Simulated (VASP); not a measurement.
Set up this calculation in VASP 6.6.1, as the native input.

| Quantity | Value |
| --- | --- |
| Task | single point |
| Functional | PBE |
| Potentials or basis | VASP PAW PBE potentials, release 64 (Os) |
| Cutoff | 520 eV |
| k mesh | 18 × 18 × 12 |
| Occupations | gaussian, width 0.15 eV |
| Spin | no spin polarisation |
| Dipole correction | no |
| Further INCAR settings | ALGO = Fast; EDIFF = 1e-06; NBANDS = 15 |

The structure of Os lies in POSCAR:

```
Os
1.0
    2.7340999755      0.0000000000      0.0000000000
   -1.3670499878      2.3678000353      0.0000000000
    0.0000000000      0.0000000000      4.3197000000
Os
2
Direct
    0.2601831187      0.6666666667      0.2037004885
    0.6666666667      0.3333333333      0.7500000000
```

This cell differs from its parent crystal: atom 1 (Os) moved by (-0.200, -0.200) A along x and z.

These files were run (other wordings do the same):

INCAR

```
SYSTEM = Os
ALGO = Fast ; EDIFF = 1E-6
ENCUT = 520 ; GGA = PE
ISIF = 2 ; ISMEAR = 0
LASPH = .True. ; LCHARG = .False.
LREAL = .False. ; LWAVE = .False.
NBANDS = 15 ; NELM = 60
PREC = Accurate ; SIGMA = 0.15
```

KPOINTS

```
k-points
0
Gamma
  18 18 12
  0 0 0
```

Potentials or basis: VASP PAW PBE potentials, release 64 (Os).

Launch:

```sh
$ cat potpaw_PBE.64/Os/POTCAR > POTCAR
$ mpirun -np 1 vasp_std > vasp.out
```

Results of the run:

The pressure is 21.8 GPa, the largest force is 4.417 eV/Å and the band gap on the k mesh is zero (bands 8 and 9 overlap by 3.67 eV).

Caveat: the cell differs from its parent crystal (atom 1 (Os) moved by (-0.200, -0.200) A along x and z); the stress differs along the axes, from 15 to 35 GPa; spin-orbit coupling is left out, which moves the levels of the heavy elements; forces of over 1 eV/Å act on the atoms, so gaps and moduli don't describe the material at rest.

It took 6.4 min on 1 thread of AMD EPYC 9R45 96-Core Processor (Zen 5) (shared host), peak memory 0.71 GiB.
